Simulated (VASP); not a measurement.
Write the native input for VASP 6.6.1 that does the following.

```
Task                   : single point
Functional             : r2SCAN
Potentials or basis    : VASP PAW PBE potentials, release 64 (Ir)
Cutoff                 : 520 eV
k mesh                 : 30 × 30 × 16
Occupations            : gaussian, width 0.15 eV
Spin                   : no spin polarisation
Dipole correction      : no
Further INCAR settings : ALGO = Normal; EDIFF = 1e-06; NBANDS = 16
```

Crystal: Ir.

```
Ir
1.0
     2.72927    0.00000    0.00000
    -1.36463    2.36361    0.00000
     0.00000    0.00000    4.42174
Ir
2
Direct
  0.66667 0.33333 0.75000
  0.33333 0.66667 0.25000
```

This isn't the form of Ir at room conditions, which is fcc.

One way to write it, as run:

POSCAR

```
Ir
1.0
    2.7292665793      0.0000000000      0.0000000000
   -1.3646332897      2.3636141914      0.0000000000
    0.0000000000      0.0000000000      4.4217407521
Ir
2
Direct
    0.6666666667      0.3333333333      0.7500000000
    0.3333333333      0.6666666667      0.2500000000
```

INCAR.step1

```
PREC     = Accurate       # precision mode
ENCUT    = 520            # plane-wave cutoff, eV
ISMEAR   = 0              # smearing method
SIGMA    = 0.15           # smearing width, eV
LREAL    = F              # projectors in reciprocal space
LASPH    = T              # aspherical terms in the spheres
NELM     = 80             # most SCF steps
NBANDS   = 16             # bands
GGA      = PE             # functional
ALGO     = Normal         # electronic algorithm
EDIFF    = 1E-4           # SCF threshold, eV
LWAVE    = T              # write WAVECAR
LCHARG   = F              # write CHGCAR
```

INCAR.step2

```
PREC     = Accurate       # precision mode
ENCUT    = 520            # plane-wave cutoff, eV
EDIFF    = 1E-6           # SCF threshold, eV
ISMEAR   = 0              # smearing method
SIGMA    = 0.15           # smearing width, eV
LREAL    = F              # projectors in reciprocal space
LASPH    = T              # aspherical terms in the spheres
NELM     = 80             # most SCF steps
ALGO     = Normal         # electronic algorithm
ISIF     = 2              # what is computed and relaxed
LWAVE    = F              # write WAVECAR
LCHARG   = F              # write CHGCAR
METAGGA  = R2SCAN         # meta-GGA
LMIXTAU  = T            
NBANDS   = 16             # bands
ISTART   = 1
```

KPOINTS

```
regular mesh
0
Gamma
  30 30 16
```

Potentials or basis: VASP PAW PBE potentials, release 64 (Ir).

Launch:

```console
$ cat potpaw_PBE.64/Ir/POTCAR > POTCAR
$ cp INCAR.step1 INCAR
$ mpirun -np 1 vasp_std > vasp.out
$ cp INCAR.step2 INCAR
$ mpirun -np 1 vasp_std > vasp.out
```

Results of the run:

| Property | Result |
| --- | --- |
| Pressure | 2.6 GPa |
| Band gap on the k mesh | zero (bands 9 and 10 overlap by 3.42 eV) |

Caveat: the PAW data sets were made with another functional, which shifts forces and pressure a little; spin-orbit coupling is left out, which moves the levels of the heavy elements.

Run time: 15 min on 1 thread of Intel(R) Xeon(R) Platinum 8259CL CPU @ 2.50GHz (Skylake/Cascade Lake), with other jobs on the host, peak memory 0.41 GiB.
